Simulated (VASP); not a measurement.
# TaN (P6_3/mmc) in VASP: a series of runs

TaN is run at these levels: PBE; tasks: single point.

All numbers are computed with VASP 6.6.1; they aren't measurements. Logs are shortened: lines on timing, memory, paths and dates and some standing lists are left out, and cuts for length are marked.

## (1) The cell of the first run

Symmetry: P6_3/mmc, No. 194, hexagonal system. Conventional cell: a = 2.922 Å, b = 2.922 Å, c = 5.917 Å, α = 90.00°, β = 90.00°, γ = 120.00°. Ta (site symmetry -3m) has 6 N at 2.24 Å and 8 Ta at 2.92 to 2.96 Å within 3.0 Å. Within 3.0 Å of N (site symmetry -6m2) lie 6 Ta at 2.24 Å and 6 N at 2.92 Å.

## (2) Single point, PBE

INCAR reads:

```
SYSTEM = TaN
  PREC = Accurate
  ENCUT = 520
  EDIFF = 1E-6
  ISMEAR = 0
  SIGMA = 0.024
  LREAL = .FALSE.
  LASPH = .TRUE.
  NELM = 60
  ALGO = Normal
  ISIF = 2
  LWAVE = .FALSE.
  LCHARG = .FALSE.
  GGA = PE
  NBANDS = 24
```

KPOINTS reads:

```
Automatic mesh
0
G
  10 10 5
  0 0 0
```

POSCAR reads:

```
TaN
1.0
    2.9217699809      0.0000000000      0.0000000000
   -1.4608849905      2.5303270275      0.0000000000
    0.0000000000      0.0000000000      5.9165150000
Ta N
2 2
Direct
    0.0000000000      0.0000000000      0.5000000000
    0.0000000000      0.0000000000      0.0000000000
    0.3333333333      0.6666666667      0.2500000000
    0.6666666667      0.3333333333      0.7500000000
```

Potentials or basis: VASP PAW PBE potentials, release 64 (Ta_pv, N).

Command:

```console
cat potpaw_PBE.64/Ta_pv/POTCAR potpaw_PBE.64/N/POTCAR > POTCAR
mpirun -np 1 vasp_std > vasp.out
```

OUTCAR:

```text
SYSTEM = TaN
   PREC = Accurate
   ENCUT = 520
   EDIFF = 1E-6
   ISMEAR = 0
   LREAL = .FALSE.
   LASPH = .TRUE.
   NELM = 60
   ISIF = 2
   GGA = PE

 ion  position               nearest neighbor table
   1  0.000  0.000  0.500-   3 2.24   4 2.24   4 2.24   3 2.24   4 2.24   3 2.24   2 2.96   2 2.96

   2  0.000  0.000  0.000-   3 2.24   4 2.24   4 2.24   3 2.24   4 2.24   3 2.24   1 2.96   1 2.96

   3  0.333  0.667  0.250-   1 2.24   2 2.24   1 2.24   2 2.24   1 2.24   2 2.24
   4  0.667  0.333  0.750-   1 2.24   2 2.24   1 2.24   2 2.24   1 2.24   2 2.24

  LATTYP: Found a hexagonal cell.
 ALAT       =     2.9217699809
 C/A-ratio  =     2.0249763119

  Lattice vectors:

 A1 = (   2.9217699809,   0.0000000000,   0.0000000000)
 A2 = (  -1.4608849905,   2.5303270275,   0.0000000000)
 A3 = (   0.0000000000,   0.0000000000,   5.9165150000)

Analysis of symmetry for initial positions (statically):
=====================================================================
 Subroutine PRICEL returns:
 Original cell was already a primitive cell.

 Routine SETGRP: Setting up the symmetry group for a
 hexagonal supercell.

 Subroutine GETGRP returns: Found 24 space group operations
 (whereof 12 operations were pure point group operations)
 out of a pool of 24 trial point group operations.

The static configuration has the point symmetry D_3d.
 The point group associated with its full space group is D_6h.

Analysis of symmetry for dynamics (positions and initial velocities):
=====================================================================
 Subroutine PRICEL returns:
 Original cell was already a primitive cell.

 Routine SETGRP: Setting up the symmetry group for a
 hexagonal supercell.

 Subroutine GETGRP returns: Found 24 space group operations
 (whereof 12 operations were pure point group operations)
 out of a pool of 24 trial point group operations.

The dynamic configuration has the point symmetry D_3d.
 The point group associated with its full space group is D_6h.

 Subroutine INISYM returns: Found 24 space group operations
 (whereof 12 operations are pure point group operations),
 and found     1 'primitive' translations

----------------------------------------------------------------------------------------

                                     Primitive cell

  volume of cell :      43.7410

  direct lattice vectors                    reciprocal lattice vectors
     2.921769981  0.000000000  0.000000000     0.342258291  0.197602916  0.000000000
    -1.460884991  2.530327027  0.000000000     0.000000000  0.395205833  0.000000000
     0.000000000  0.000000000  5.916515000     0.000000000  0.000000000  0.169018417

  length of vectors
     2.921769981  2.921769981  5.916515000     0.395205833  0.395205833  0.169018417

  position of ions in fractional coordinates (direct lattice)
     0.000000000  0.000000000  0.500000000
     0.000000000  0.000000000  0.000000000
     0.333333333  0.666666667  0.250000000
     0.666666667  0.333333333  0.750000000

  ion indices of the primitive-cell ions
   primitive index   ion index
                 1           1
                 2           2
                 3           3
                 4           4

----------------------------------------------------------------------------------------

 KPOINTS: Automatic mesh

Automatic generation of k-mesh.
 Grid dimensions read from file:
 generate k-points for:   10   10    5

 Generating k-lattice:

  Cartesian coordinates                     Fractional coordinates (reciprocal lattice)
     0.034225829  0.019760292  0.000000000     0.100000000  0.000000000  0.000000000
     0.000000000  0.039520583  0.000000000     0.000000000  0.100000000  0.000000000
     0.000000000  0.000000000  0.033803683     0.000000000  0.000000000  0.200000000

  Length of vectors
     0.039520583  0.039520583  0.033803683

  Shift w.r.t. Gamma in fractional coordinates (k-lattice)
     0.000000000  0.000000000  0.000000000

 Subroutine IBZKPT returns following result:
 ===========================================

 Found     42 irreducible k-points:

 Following reciprocal coordinates:
            Coordinates               Weight
  0.000000  0.000000  0.000000      1.000000
  0.100000  0.000000  0.000000      6.000000
  0.200000  0.000000  0.000000      6.000000
  0.300000  0.000000  0.000000      6.000000
  0.400000  0.000000  0.000000      6.000000
  0.500000  0.000000  0.000000      3.000000
[... 16 lines left out ...]
  0.300000  0.100000  0.200000     24.000000
  0.400000  0.100000  0.200000     24.000000
 [... further k-points ...]
   k-points           NKPTS =     42   k-points in BZ     NKDIM =     42   number of bands    NBANDS=     24
   number of dos      NEDOS =    301   number of ions     NIONS =      4
   total plane-waves  NPLWV =  27648
   dimension x,y,z NGX =    24 NGY =   24 NGZ =   48
   dimension x,y,z NGXF=    48 NGYF=   48 NGZF=   96
   ions per type =               2   2
   NGX,Y,Z   is equivalent  to a cutoff of  13.66, 13.66, 13.49 a.u.
   NGXF,Y,Z  is equivalent  to a cutoff of  27.31, 27.31, 26.97 a.u.
 SYSTEM =  TaN
   PREC   = accura    normal or accurate (medium, high low for compatibility)
   ISTART =      0    job   : 0-new  1-cont  2-samecut
   ICHARG =      2    charge: 1-file 2-atom 10-const
   ISPIN  =      1    spin polarized calculation?
   LNONCOLLINEAR =      F non collinear calculations
   LSORBIT =      F    spin-orbit coupling
   LASPH  =      T    aspherical Exc in radial PAW
   ENCUT  =  520.0 eV  38.22 Ry    6.18 a.u.   5.43  5.43 11.00*2*pi/ulx,y,z
   NELM   =     60;   NELMIN=  2; NELMDL= -5     # of ELM steps
   EDIFF  = 0.1E-05   stopping-criterion for ELM
   LREAL  =      F    real-space projection
   EDIFFG = 0.1E-04   stopping-criterion for IOM
   NSW    =      0    number of steps for IOM
   IBRION =     -1    ionic relax: 0-MD 1-quasi-New 2-CG
   NFREE  =      0    steps in history (QN), initial steepest desc. (CG)
   ISIF   =      2    stress and relaxation
   ISYM   =      2    0-nonsym 1-usesym 2-fastsym
   POTIM  = 0.5000    time-step for ionic-motion
   TEBEG  =    0.0;   TEEND  =   0.0 temperature during run
   PSTRESS=    0.0 pullay stress
   NELECT =      32.0000    total number of electrons
   NUPDOWN=      -1.0000    fix difference up-down
   EMIN   =  10.00;   EMAX   =-10.00  energy-range for DOS
   EFERMI =   0.00;   METHOD = LEGACY
   ISMEAR =     0;   SIGMA  =   0.02  broadening in eV -4-tet -1-fermi 0-gaus
   EFERMI_NEDOS =   21; number of points for ismear=-14 and -15
   IALGO  =     38    algorithm
   IMIX   =      4    mixing-type and parameters
     AMIX     =   0.40;   BMIX     =  1.00
     AMIX_MAG =   1.60;   BMIX_MAG =  1.00
  volume/ion in A,a.u.               =      10.94        73.79
  Fermi-wavevector in a.u.,A,eV,Ry     =   1.475124  2.787581 29.606163  2.175992
  Thomas-Fermi vector in A             =   2.589812
   LORBIT       =      0    0 simple, 1 ext, 2 COOP (PROOUT), +10 PAW based schemes
   GGA     = PE    functional components
   LHFCALC =     F    Hartree Fock is set to
   AEXX    =    0.0000 exact exchange contribution
   IVDW    =     0    specifies the selected vdW correction
   LEPSILON=     F    determine dielectric tensor
   LRPA    =     F    only Hartree local field effects (RPA)
 non-spin polarized calculation
 Gauss-broadening in eV      SIGMA  =   0.02
  energy-cutoff  :      520.00
  volume of cell :       43.74
 maximum number of plane-waves:      1223
 NGX is ok and might be reduce to    24
   NGX = 11   NGY = 11   NGZ = 23

 number of electron      32.0000005 magnetization

 Free energy of the ion-electron system (eV)
  ---------------------------------------------------
  ext. energy  EPLUGINS =         0.00000000
  ---------------------------------------------------
  free energy    TOTEN  =       -44.02360661 eV

  energy without entropy =      -44.02324340  energy(sigma->0) =      -44.02342500

 E-fermi :   8.0935     XC(G=0): -13.2679

 val. band max:        8.0821576350   @ k =   0.1000   0.1000   0.4000
 cond. band min:       8.1257712617   @ k =   0.1000   0.0000   0.2000
 fundamental gap:      0.0436136267
 Fermi energy:         8.0934817326

 k-point     1 :       0.0000    0.0000    0.0000
  band No.  band energies     occupation
      1     -27.4991      2.00000
      2     -26.7564      2.00000
      3     -26.5056      2.00000
      4     -26.5056      2.00000
      5     -26.4452      2.00000
      6     -26.4452      2.00000
[... 16 lines left out ...]
     23      12.0406      0.00000
     24      14.0601      0.00000

 k-point     2 :       0.1000    0.0000    0.0000
  band No.  band energies     occupation
      1     -27.4745      2.00000
      2     -26.7419      2.00000
      3     -26.6155      2.00000
      4     -26.5460      2.00000
      5     -26.5292      2.00000
      6     -26.4673      2.00000
[... 16 lines left out ...]
     23      12.1871      0.00000
     24      13.7344      0.00000

 k-point     3 :       0.2000    0.0000    0.0000
  band No.  band energies     occupation
      1     -27.4098      2.00000
      2     -26.8937      2.00000
      3     -26.8033      2.00000
      4     -26.7037      2.00000
      5     -26.5904      2.00000
      6     -26.5248      2.00000
[... 16 lines left out ...]
     23      12.9515      0.00000
     24      13.9750      0.00000
[... 514 lines left out ...]
 k-point    23 :       0.3000    0.1000    0.2000
  band No.  band energies     occupation
      1     -27.3443      2.00000
      2     -27.2503      2.00000
      3     -27.2151      2.00000
      4     -26.7476      2.00000
      5     -26.6966      2.00000
      6     -26.6840      2.00000
[... 16 lines left out ...]
     23      14.0943      0.00000
     24      15.0509      0.00000

 k-point    24 :       0.4000    0.1000    0.2000
  band No.  band energies     occupation
      1     -27.5036      2.00000
      2     -27.3966      2.00000
      3     -27.1769      2.00000
      4     -26.8007      2.00000
      5     -26.7364      2.00000
      6     -26.6659      2.00000
[... 16 lines left out ...]
     23      14.3264      0.00000
     24      15.7111      0.00000

 [... further k-points ...]

------------------------ aborting loop because EDIFF is reached ----------------------------------------

  FORCE on cell =-STRESS in cart. coord.  units (eV):
  Direction    XX          YY          ZZ          XY          YZ          ZX
  --------------------------------------------------------------------------------------
  -------------------------------------------------------------------------------------
  Total       -0.1264450     -0.1264450     -0.0620590      0.0000000      0.0000000      0.0000000
  in kB       -4.6315218     -4.6315218     -2.2731416      0.0000000      0.0000000      0.0000000
  external PRESSURE =      -3.8453950 kB  Pullay stress =       0.0000000 kB

 VOLUME and BASIS-vectors are now :
 -----------------------------------------------------------------------------
  energy-cutoff  :      520.00
  volume of cell :       43.74
      direct lattice vectors                 reciprocal lattice vectors
     2.921769981  0.000000000  0.000000000     0.342258291  0.197602916  0.000000000
    -1.460884991  2.530327027  0.000000000     0.000000000  0.395205833  0.000000000
     0.000000000  0.000000000  5.916515000     0.000000000  0.000000000  0.169018417

 POSITION                                       TOTAL-FORCE (eV/Angst)
 -----------------------------------------------------------------------------------
      0.00000      0.00000      2.95826         0.000000      0.000000     -0.000000
      0.00000      0.00000      0.00000         0.000000      0.000000     -0.000000
     -0.00000      1.68688      1.47913        -0.000000      0.000000      0.000000
      1.46088      0.84344      4.43739         0.000000     -0.000000      0.000000
 -----------------------------------------------------------------------------------
    total drift:                               -0.000000      0.000000      0.000000

  FREE ENERGIE OF THE ION-ELECTRON SYSTEM (eV)
  ---------------------------------------------------
  free  energy   TOTEN  =       -44.0236066095 eV

  energy  without entropy=      -44.0232433985  energy(sigma->0) =      -44.02342500
```

It took 30 s on 1 thread of Intel Xeon Platinum 8259CL at 2.50GHz (Skylake/Cascade Lake), shared host; peak memory 0.19 GiB.

Results:

* Free energy: -44.0236 eV
* Pressure: -0.4 GPa
* Band gap on the k mesh: zero (band 16 reaches 8.71 eV, above the bottom of band 17 at 7.89 eV)

Levels at points of the mesh, in eV from the Fermi level:
```csv
k point,band 14,band 15,band 16,band 17,band 18,band 19
"(0.00, 0.00, 0.00)",-1.97,-1.97,-0.20,-0.20,0.58,0.58
"(0.50, 0.00, 0.00)",-3.67,-2.78,-2.09,2.85,3.95,4.82
```

Caveat: spin-orbit coupling is left out, which moves the levels of the heavy elements.

(Continued in part 2 of 2.)
